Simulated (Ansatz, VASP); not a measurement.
# Two plane-wave programs on AlW

```
CELL_PARAMETERS angstrom
1.41692 0.81806 4.53243
-1.41692 0.81806 4.53243
0.00000 -1.63612 4.53243
ATOMIC_POSITIONS crystal
Al 0.00000 0.00000 0.00000
W 0.50000 0.50000 0.50000
```

Alike in both runs: functional PBE; k mesh 24 × 24 × 24; occupations gaussian, width 0.1 eV; no spin polarisation.

Ansatz relaxed the structure, and its values are those at the end. VASP's run is a single point on that final structure, the one shown.

```csv
,VASP,Ansatz
version,VASP 6.6.1,Ansatz 0.2.0
potentials or method,"VASP PAW PBE potentials, release 64 (Al, W_sv), cutoff 520 eV","scalar-relativistic, plane waves, PAW"
valence electrons in the cell,17,17
```

|  | VASP | Ansatz | Ansatz less VASP |
| --- | --- | --- | --- |
| gap on the k mesh at the Fermi level (eV) | none | none | - |
| pressure (GPa) | 0.1 | 0.0 | -0.11 |

A gap of «none» marks a metal or a gap that the smearing closes.

Spin-orbit coupling is off throughout.
